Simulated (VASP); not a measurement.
Here is a VASP 6.6.1 calculation.

INCAR

```
SYSTEM = Cl
PREC = Accurate
ENCUT = 500
EDIFF = 1E-7
ISMEAR = 1
SIGMA = 0.02
LREAL = .FALSE.
LASPH = .TRUE.
NELM = 120
ALGO = Normal
ISIF = 3
LWAVE = .FALSE.
LCHARG = .FALSE.
GGA = PE
IVDW = 12
IBRION = 2
NSW = 80
EDIFFG = -0.01
GGA_COMPAT = .FALSE.
NELMIN = 4
```

The input KPOINTS:

```
Automatic mesh
0
G
  9 9 5
  0 0 0
```

The input POSCAR:

```
Cl
1.0
    3.1600000000      0.0000000000      0.0000000000
   -1.5800000000      2.7366402760      0.0000000000
    0.0000000000      0.0000000000      5.1602800000
Cl
2
Direct
    0.3333333333      0.6666666667      0.2500000000
    0.6666666667      0.3333333333      0.7500000000
```

Potentials or basis: VASP PAW PBE potentials, release 64 (Cl).

Run with:

```console
$ cat potpaw_PBE.64/Cl/POTCAR > POTCAR
$ mpirun -np 1 vasp_std > vasp.out
```

**Question.** Predict the space group after relaxing (to 0.1 Å).

**Answer.** P6_3/mmc (No. 194).

**Question.** What does it give for the dispersion energy per atom?

**Answer.** -0.214 eV.

**Question.** Predict the band gap on the k mesh.

**Answer.** Zero (bands 7 and 8 overlap by 1.55 eV).

Final structure:
```xyz
2
Lattice="3.5649 0.0000 0.0000 -1.7825 3.0873 0.0000 0.0000 0.0000 3.9114" Properties=species:S:1:pos:R:3 pbc="T T T"
Cl    0.0000    2.0582    0.9779
Cl    1.7825    1.0291    2.9336
```

Caveat: a cell axis changed by over 15 % at a fixed basis, so the end point is rough.
